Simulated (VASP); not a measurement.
# MgO (P6_3mc) in VASP: further runs

MgO is run at these levels: PBEsol; tasks: single point, relaxation of cell and atoms.

All numbers are computed with VASP 6.6.1; they aren't measurements. Logs are shortened: lines on timing, memory, paths and dates and some standing lists are left out, and cuts for length are marked.

## (1) The cell of the first run

The structure is hexagonal, space group P6_3mc (No. 186). The conventional cell has a = 3.303 Å, b = 3.303 Å, c = 5.020 Å, α = 90.00°, β = 90.00°, γ = 120.00°. Within 2.6 Å of Mg (site symmetry 3m) lie 4 O at 1.98 to 1.99 Å. O (site symmetry 3m) has 4 Mg at 1.98 to 1.99 Å within 2.6 Å.

## (2) Single point, PBEsol

Input file INCAR:

```
SYSTEM = MgO
PREC = Accurate
ENCUT = 520
EDIFF = 1E-7
ISMEAR = 1
SIGMA = 0.02
LREAL = .FALSE.
LASPH = .TRUE.
NELM = 60
ALGO = Normal
ISIF = 2
LWAVE = .FALSE.
LCHARG = .FALSE.
GGA = PS
NBANDS = 16
```

Input file KPOINTS:

```
Automatic mesh
0
G
  6 6 4
  0 0 0
```

Input file POSCAR:

```
MgO
1.0
    3.3028225719      0.0000000000      0.0000000000
   -1.6514112859      2.8603282514      0.0000000000
    0.0000000000      0.0000000000      5.0203553525
Mg O
2 2
Direct
    0.3333333333      0.6666666667      0.0037263656
    0.6666666667      0.3333333333      0.5037263656
    0.3333333333      0.6666666667      0.4008736344
    0.6666666667      0.3333333333      0.9008736344
```

Potentials or basis: VASP PAW PBE potentials, release 64 (Mg, O).

On the command line:

```sh
> cat potpaw_PBE.64/Mg/POTCAR potpaw_PBE.64/O/POTCAR > POTCAR
> mpirun -np 1 vasp_std > vasp.out
```

OUTCAR:

```text
SYSTEM = MgO
   PREC = Accurate
   ENCUT = 520
   EDIFF = 1E-7
   ISMEAR = 1
   LREAL = .FALSE.
   LASPH = .TRUE.
   NELM = 60
   ISIF = 2
   GGA = PS

 ion  position               nearest neighbor table
   1  0.333  0.667  0.004-   4 1.98   4 1.98   4 1.98   3 1.99   2 3.15   2 3.15   2 3.15   2 3.15
                             2 3.15   2 3.15
   2  0.667  0.333  0.504-   3 1.98   3 1.98   3 1.98   4 1.99   1 3.15   1 3.15   1 3.15   1 3.15
                             1 3.15   1 3.15
   3  0.333  0.667  0.401-   2 1.98   2 1.98   2 1.98   1 1.99
   4  0.667  0.333  0.901-   1 1.98   1 1.98   1 1.98   2 1.99

  LATTYP: Found a hexagonal cell.
 ALAT       =     3.3028225719
 C/A-ratio  =     1.5200196932

  Lattice vectors:

 A1 = (   3.3028225719,   0.0000000000,   0.0000000000)
 A2 = (  -1.6514112859,   2.8603282514,   0.0000000000)
 A3 = (   0.0000000000,   0.0000000000,   5.0203553525)

Analysis of symmetry for initial positions (statically):
=====================================================================
 Subroutine PRICEL returns:
 Original cell was already a primitive cell.

 Routine SETGRP: Setting up the symmetry group for a
 hexagonal supercell.

 Subroutine GETGRP returns: Found 12 space group operations
 (whereof  6 operations were pure point group operations)
 out of a pool of 24 trial point group operations.

The static configuration has the point symmetry C_3v.
 The point group associated with its full space group is C_6v.

Analysis of symmetry for dynamics (positions and initial velocities):
=====================================================================
 Subroutine PRICEL returns:
 Original cell was already a primitive cell.

 Routine SETGRP: Setting up the symmetry group for a
 hexagonal supercell.

 Subroutine GETGRP returns: Found 12 space group operations
 (whereof  6 operations were pure point group operations)
 out of a pool of 24 trial point group operations.

The dynamic configuration has the point symmetry C_3v.
 The point group associated with its full space group is C_6v.

 Subroutine INISYM returns: Found 12 space group operations
 (whereof  6 operations are pure point group operations),
 and found     1 'primitive' translations

----------------------------------------------------------------------------------------

                                     Primitive cell

  volume of cell :      47.4281

  direct lattice vectors                    reciprocal lattice vectors
     3.302822572  0.000000000  0.000000000     0.302771335  0.174805112  0.000000000
    -1.651411286  2.860328251  0.000000000     0.000000000  0.349610224  0.000000000
     0.000000000  0.000000000  5.020355353     0.000000000  0.000000000  0.199189087

  length of vectors
     3.302822572  3.302822572  5.020355353     0.349610224  0.349610224  0.199189087

  position of ions in fractional coordinates (direct lattice)
     0.333333333  0.666666667  0.003726366
     0.666666667  0.333333333  0.503726366
     0.333333333  0.666666667  0.400873634
     0.666666667  0.333333333  0.900873634

  ion indices of the primitive-cell ions
   primitive index   ion index
                 1           1
                 2           2
                 3           3
                 4           4

----------------------------------------------------------------------------------------

 KPOINTS: Automatic mesh

Automatic generation of k-mesh.
 Grid dimensions read from file:
 generate k-points for:    6    6    4

 Generating k-lattice:

  Cartesian coordinates                     Fractional coordinates (reciprocal lattice)
     0.050461889  0.029134185  0.000000000     0.166666667  0.000000000  0.000000000
     0.000000000  0.058268371  0.000000000     0.000000000  0.166666667  0.000000000
     0.000000000  0.000000000  0.049797272     0.000000000  0.000000000  0.250000000

  Length of vectors
     0.058268371  0.058268371  0.049797272

  Shift w.r.t. Gamma in fractional coordinates (k-lattice)
     0.000000000  0.000000000  0.000000000

 Subroutine IBZKPT returns following result:
 ===========================================

 Found     21 irreducible k-points:

 Following reciprocal coordinates:
            Coordinates               Weight
  0.000000  0.000000  0.000000      1.000000
  0.166667  0.000000  0.000000      6.000000
  0.333333  0.000000  0.000000      6.000000
  0.500000  0.000000  0.000000      3.000000
  0.166667  0.166667  0.000000      6.000000
  0.333333  0.166667  0.000000     12.000000
[... 13 lines left out ...]
  0.333333  0.166667  0.500000     12.000000
  0.333333  0.333333  0.500000      2.000000
   k-points           NKPTS =     21   k-points in BZ     NKDIM =     21   number of bands    NBANDS=     16
   number of dos      NEDOS =    301   number of ions     NIONS =      4
   total plane-waves  NPLWV =  31360
   dimension x,y,z NGX =    28 NGY =   28 NGZ =   40
   dimension x,y,z NGXF=    56 NGYF=   56 NGZF=   80
   ions per type =               2   2
   NGX,Y,Z   is equivalent  to a cutoff of  14.09, 14.09, 13.25 a.u.
   NGXF,Y,Z  is equivalent  to a cutoff of  28.19, 28.19, 26.49 a.u.
 SYSTEM =  MgO
   PREC   = accura    normal or accurate (medium, high low for compatibility)
   ISTART =      0    job   : 0-new  1-cont  2-samecut
   ICHARG =      2    charge: 1-file 2-atom 10-const
   ISPIN  =      1    spin polarized calculation?
   LNONCOLLINEAR =      F non collinear calculations
   LSORBIT =      F    spin-orbit coupling
   LASPH  =      T    aspherical Exc in radial PAW
   ENCUT  =  520.0 eV  38.22 Ry    6.18 a.u.   6.14  6.14  9.33*2*pi/ulx,y,z
   NELM   =     60;   NELMIN=  2; NELMDL= -5     # of ELM steps
   EDIFF  = 0.1E-06   stopping-criterion for ELM
   LREAL  =      F    real-space projection
   EDIFFG = 0.1E-05   stopping-criterion for IOM
   NSW    =      0    number of steps for IOM
   IBRION =     -1    ionic relax: 0-MD 1-quasi-New 2-CG
   NFREE  =      0    steps in history (QN), initial steepest desc. (CG)
   ISIF   =      2    stress and relaxation
   ISYM   =      2    0-nonsym 1-usesym 2-fastsym
   POTIM  = 0.5000    time-step for ionic-motion
   TEBEG  =    0.0;   TEEND  =   0.0 temperature during run
   PSTRESS=    0.0 pullay stress
   NELECT =      16.0000    total number of electrons
   NUPDOWN=      -1.0000    fix difference up-down
   EMIN   =  10.00;   EMAX   =-10.00  energy-range for DOS
   EFERMI =   0.00;   METHOD = LEGACY
   ISMEAR =     1;   SIGMA  =   0.02  broadening in eV -4-tet -1-fermi 0-gaus
   EFERMI_NEDOS =   21; number of points for ismear=-14 and -15
   IALGO  =     38    algorithm
   IMIX   =      4    mixing-type and parameters
     AMIX     =   0.40;   BMIX     =  1.00
     AMIX_MAG =   1.60;   BMIX_MAG =  1.00
  volume/ion in A,a.u.               =      11.86        80.02
  Fermi-wavevector in a.u.,A,eV,Ry     =   1.139645  2.153617 17.671124  1.298791
  Thomas-Fermi vector in A             =   2.276348
   LORBIT       =      0    0 simple, 1 ext, 2 COOP (PROOUT), +10 PAW based schemes
   GGA     = PS    functional components
   LHFCALC =     F    Hartree Fock is set to
   AEXX    =    0.0000 exact exchange contribution
   IVDW    =     0    specifies the selected vdW correction
   LEPSILON=     F    determine dielectric tensor
   LRPA    =     F    only Hartree local field effects (RPA)
 non-spin polarized calculation
 Methfessel and Paxton  Order N= 1 SIGMA  =   0.02
  energy-cutoff  :      520.00
  volume of cell :       47.43
 maximum number of plane-waves:      1296
 NGX is ok and might be reduce to    28
   NGX = 13   NGY = 13   NGZ = 19

 number of electron      15.9999997 magnetization

 Free energy of the ion-electron system (eV)
  ---------------------------------------------------
  ext. energy  EPLUGINS =         0.00000000
  ---------------------------------------------------
  free energy    TOTEN  =       -24.55034052 eV

  energy without entropy =      -24.55034857  energy(sigma->0) =      -24.55034320

 E-fermi :   0.9871     XC(G=0):  -9.9586

 val. band max:        0.9702328851   @ k =   0.0000   0.0000   0.0000
 cond. band min:       4.3276080235   @ k =   0.0000   0.0000   0.0000
 fundamental gap:      3.3573751384
 Fermi energy:         0.9870705292

 k-point     1 :       0.0000    0.0000    0.0000
  band No.  band energies     occupation
      1     -15.1763      2.00000
      2     -14.3681      2.00000
      3      -2.3305      2.00000
      4       0.2397      2.00000
      5       0.2397      2.00000
      6       0.5679      2.00000
[... 8 lines left out ...]
     15      17.3541      0.00000
     16      17.3541      0.00000

 k-point     2 :       0.1667    0.0000    0.0000
  band No.  band energies     occupation
      1     -15.0403      2.00000
      2     -14.3236      2.00000
      3      -2.0622      2.00000
      4      -0.4556      2.00000
      5      -0.0935      2.00000
      6       0.0749      2.00000
[... 8 lines left out ...]
     15      16.4398      0.00000
     16      16.7256      0.00000

 k-point     3 :       0.3333    0.0000    0.0000
  band No.  band energies     occupation
      1     -14.7275      2.00000
      2     -14.2613      2.00000
      3      -1.6644      2.00000
      4      -1.3604      2.00000
      5      -0.8788      2.00000
      6      -0.1841      2.00000
[... 8 lines left out ...]
     15      15.2725      0.00000
     16      16.4854      0.00000

 k-point     4 :       0.5000    0.0000    0.0000
  band No.  band energies     occupation
      1     -14.5198      2.00000
      2     -14.2739      2.00000
      3      -2.1455      2.00000
      4      -1.2342      2.00000
      5      -0.7753      2.00000
      6      -0.2968      2.00000
[... 8 lines left out ...]
     15      14.9547      0.00000
     16      16.8332      0.00000

 k-point     5 :       0.1667    0.1667    0.0000
  band No.  band energies     occupation
      1     -14.8143      2.00000
      2     -14.2705      2.00000
      3      -1.5834      2.00000
      4      -1.2244      2.00000
      5      -0.8028      2.00000
      6      -0.0568      2.00000
[... 8 lines left out ...]
     15      15.3105      0.00000
     16      16.7264      0.00000

 k-point     6 :       0.3333    0.1667    0.0000
  band No.  band energies     occupation
      1     -14.5295      2.00000
      2     -14.2663      2.00000
      3      -1.8978      2.00000
      4      -1.1188      2.00000
      5      -0.8138      2.00000
      6      -0.5238      2.00000
[... 8 lines left out ...]
     15      14.7753      0.00000
     16      16.7948      0.00000
[... 210 lines left out ...]
 k-point    18 :       0.5000    0.0000    0.5000
  band No.  band energies     occupation
      1     -14.3887      2.00000
      2     -14.3887      2.00000
      3      -2.1746      2.00000
      4      -2.1746      2.00000
      5       0.0682      2.00000
      6       0.0682      2.00000
[... 8 lines left out ...]
     15      15.9733      0.00000
     16      15.9733      0.00000

 k-point    19 :       0.1667    0.1667    0.5000
  band No.  band energies     occupation
      1     -14.5440      2.00000
      2     -14.5440      2.00000
      3      -1.6357      2.00000
      4      -1.6357      2.00000
      5      -0.0767      2.00000
      6      -0.0767      2.00000
[... 8 lines left out ...]
     15      16.0075      0.00000
     16      16.0075      0.00000

 k-point    20 :       0.3333    0.1667    0.5000
  band No.  band energies     occupation
      1     -14.3902      2.00000
      2     -14.3902      2.00000
      3      -1.9439      2.00000
      4      -1.9439      2.00000
      5      -0.4815      2.00000
      6      -0.4815      2.00000
[... 8 lines left out ...]
     15      16.2714      0.00000
     16      16.2714      0.00000

 k-point    21 :       0.3333    0.3333    0.5000
  band No.  band energies     occupation
      1     -14.3391      2.00000
      2     -14.3391      2.00000
      3      -1.6481      2.00000
      4      -1.6481      2.00000
      5      -1.1462      2.00000
      6      -1.1462      2.00000
[... 8 lines left out ...]
     15      16.7195      0.00000
     16      16.7195      0.00000

------------------------ aborting loop because EDIFF is reached ----------------------------------------

  FORCE on cell =-STRESS in cart. coord.  units (eV):
  Direction    XX          YY          ZZ          XY          YZ          ZX
  --------------------------------------------------------------------------------------
  -------------------------------------------------------------------------------------
  Total       -0.0848386     -0.0848386     -0.0786269     -0.0000000      0.0000000      0.0000000
  in kB       -2.8659501     -2.8659501     -2.6561091     -0.0000000      0.0000000      0.0000000
  external PRESSURE =      -2.7960031 kB  Pullay stress =       0.0000000 kB

 VOLUME and BASIS-vectors are now :
 -----------------------------------------------------------------------------
  energy-cutoff  :      520.00
  volume of cell :       47.43
      direct lattice vectors                 reciprocal lattice vectors
     3.302822572  0.000000000  0.000000000     0.302771335  0.174805112  0.000000000
    -1.651411286  2.860328251  0.000000000     0.000000000  0.349610224  0.000000000
     0.000000000  0.000000000  5.020355353     0.000000000  0.000000000  0.199189087

 POSITION                                       TOTAL-FORCE (eV/Angst)
 -----------------------------------------------------------------------------------
     -0.00000      1.90689      0.01871        -0.000000      0.000000      0.002081
      1.65141      0.95344      2.52889         0.000000     -0.000000      0.002081
     -0.00000      1.90689      2.01253         0.000000     -0.000000     -0.002081
      1.65141      0.95344      4.52271        -0.000000      0.000000     -0.002081
 -----------------------------------------------------------------------------------
    total drift:                               -0.000000      0.000000      0.000918

  FREE ENERGIE OF THE ION-ELECTRON SYSTEM (eV)
  ---------------------------------------------------
  free  energy   TOTEN  =       -24.5503405199 eV

  energy  without entropy=      -24.5503485726  energy(sigma->0) =      -24.55034320
```

Wall time 21 s (1 thread of Intel Xeon Platinum 8259CL at 2.50GHz (Skylake/Cascade Lake), shared host); peak memory 0.17 GiB.

Results:

```yaml
Free_energy: -24.5503 eV
Pressure: -0.3 GPa
Band_gap_on_the_k_mesh: 3.36 eV, direct
```

Forces on the atoms (eV/Å):
```
Mg   0.000  0.000  0.002
Mg   0.000  0.000  0.002
O    0.000  0.000 -0.002
O    0.000  0.000 -0.002
```

Levels at points of the mesh, in eV from the valence-band top:
```
           k point  band 5  band 6  band 7  band 8  band 9  band 10  band 11  band 12
(0.00, 0.00, 0.00)   -0.73   -0.40   -0.40    0.00    3.36     8.39    10.16    14.03
(0.50, 0.00, 0.00)   -1.75   -1.27   -0.82   -0.49    7.65     7.91     9.10    10.61
(0.00, 0.00, 0.50)   -0.57   -0.57   -0.57   -0.57    5.87     5.87    13.03    13.03
(0.50, 0.00, 0.50)   -0.90   -0.90   -0.71   -0.71    7.22     7.22    10.68    10.68
```

Caveat: the PAW data sets were made with another functional, which shifts forces and pressure a little.

## (3) Relaxation of cell and atoms, PBEsol

This run uses another cell than the first one, of 11.80 Å³/atom, 0.996 times its volume.

Input file INCAR:

```
SYSTEM = MgO
ALGO     = Normal         ! electronic algorithm
EDIFF    = 1E-6           ! SCF threshold, eV
EDIFFG   = -0.01          ! ionic threshold
ENCUT    = 600            ! plane-wave cutoff, eV
GGA      = PS             ! functional
IBRION   = 2              ! ionic algorithm
ISIF     = 3              ! what is computed and relaxed
ISMEAR   = 1              ! smearing method
LASPH    = .True.         ! aspherical terms in the spheres
LCHARG   = .False.        ! write CHGCAR
LREAL    = .False.        ! projectors in reciprocal space
LWAVE    = .False.        ! write WAVECAR
NELM     = 100            ! most SCF steps
NSW      = 80             ! ionic steps
PREC     = Accurate       ! precision mode
SIGMA    = 0.02           ! smearing width, eV
```

Input file KPOINTS:

```
k-points
0
Gamma
  6 6 4
  0 0 0
```

Input file POSCAR:

```
MgO
1.0
    3.3077869900      0.0000000000      0.0000000000
   -1.6538934950      2.8646275636      0.0000000000
    0.0000000000      0.0000000000      4.9828816700
Mg O
2 2
Direct
    0.3333333333      0.6666666667      0.0021597400
    0.6666666667      0.3333333333      0.5021597400
    0.3333333333      0.6666666667      0.4024402600
    0.6666666667      0.3333333333      0.9024402600
```

Potentials or basis: VASP PAW PBE potentials, release 64 (Mg, O).

On the command line:

```sh
> cat potpaw_PBE.64/Mg/POTCAR potpaw_PBE.64/O/POTCAR > POTCAR
> mpirun -np 1 vasp_std > vasp.out
```

Wall time 31 s (1 thread of Intel Xeon Platinum 8259CL at 2.50GHz (Skylake/Cascade Lake), shared host); peak memory 0.18 GiB.

Results (log left out):

```yaml
Free_energy: -24.5555 eV
Relaxed_volume: 11.79 Å³/atom
Relaxed_cell: a = 3.307 Å, b = 3.307 Å, c = 4.982 Å, α = 90.00°, β = 90.00°, γ = 120.00°
Space_group_after_relaxing_to_0.05_Å: P6_3mc (No. 186)
Energy_gained_by_relaxing: 0.0 meV/atom
Ionic_steps: 3
Pressure_after_relaxing: 0.0 GPa
Largest_force_after_relaxing: 0.007 eV/Å
Band_gap_on_the_k_mesh: 3.35 eV, direct
```

Forces on the atoms (eV/Å):
```
Mg   0.000  0.000  0.007
Mg   0.000  0.000  0.007
O    0.000  0.000 -0.007
O    0.000  0.000 -0.007
```

Final structure:
```
Mg O
1.0
     3.30679    0.00000    0.00000
    -1.65339    2.86376    0.00000
     0.00000    0.00000    4.98184
Mg O
2 2
Direct
  0.33333 0.66667 0.00221
  0.66667 0.33333 0.50221
  0.33333 0.66667 0.40239
  0.66667 0.33333 0.90239
```

Levels at points of the mesh, in eV from the valence-band top:
```csv
k point,band 5,band 6,band 7,band 8,band 9,band 10,band 11,band 12
"(0.00, 0.00, 0.00)",-0.79,-0.45,-0.45,0.00,3.35,8.41,10.23,13.96
"(0.50, 0.00, 0.00)",-1.79,-1.33,-0.85,-0.52,7.61,7.94,9.10,10.64
"(0.00, 0.00, 0.50)",-0.63,-0.63,-0.63,-0.63,5.88,5.88,13.10,13.10
"(0.50, 0.00, 0.50)",-0.95,-0.95,-0.73,-0.73,7.22,7.22,10.69,10.69
```

Caveat: the PAW data sets were made with another functional, which shifts forces and pressure a little.

(Continued in part 2 of 2.)
